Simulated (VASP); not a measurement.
Write the native input for VASP 6.6.1 that does the following.

| Quantity | Value |
| --- | --- |
| Task | single point |
| Functional | PBE |
| Dispersion | D3(BJ) |
| Potentials or basis | VASP PAW PBE potentials, release 64 (Ge_d) |
| Cutoff | 410 eV |
| k mesh | 9 × 9 × 1 |
| Occupations | gaussian, width 0.1 eV |
| Spin | no spin polarisation |
| Dipole correction | yes |
| Further INCAR settings | ALGO = Normal; EDIFF = 1e-06; NBANDS = 36; NELMDL = -8 |

The structure of Ge lies in POSCAR:

```
Ge
1.0
    4.0226895460      0.0000000000      0.0000000000
   -2.0113447730      3.4837513384      0.0000000000
    0.0000000000      0.0000000000     18.8685220369
Ge
4
Direct
    0.3333333333      0.6666666667      0.2799968615
    0.6666666667      0.3333333333      0.2384924474
    0.0000000000      1.1666666667      0.4563728858
    0.3333333333      0.8333333333      0.4148651115
```

This cell differs from its parent crystal: layers slid over each other, then relaxed in part.

One way to write it, as run:

INCAR

```
PREC = Accurate ; ENCUT = 410
EDIFF = 1E-6 ; ISMEAR = 0
SIGMA = 0.1 ; LREAL = F
LASPH = T ; NELM = 120
ALGO = Normal ; ISIF = 2
LWAVE = F ; LCHARG = T
LDIPOL = T ; IDIPOL = 3
DIPOL = 0.5 0.5 0.347 ; GGA = PE
IVDW = 12 ; LELF = T
LVHAR = T ; LVACPOTAV = T
NBANDS = 36 ; GGA_COMPAT = F
NELMDL = -8
```

KPOINTS

```
Automatic mesh
0
Gamma
  9 9 1
```

Potentials or basis: VASP PAW PBE potentials, release 64 (Ge_d).

The run is started by

```console
$ cat potpaw_PBE.64/Ge_d/POTCAR > POTCAR
$ mpirun -np 1 vasp_std > vasp.out
```

It gave:

```
Largest force              : 0.074 eV/Å
Band gap on the k mesh     : 0.08 eV (least direct gap 0.28 eV)
Dispersion energy per atom : -0.218 eV
```

Caveat: the cell differs from its parent crystal (layers slid over each other, then relaxed in part).

It took 14 min on 1 thread of Oxide Virtual Turin-like Processor, with other jobs on the host, peak memory 0.39 GiB.
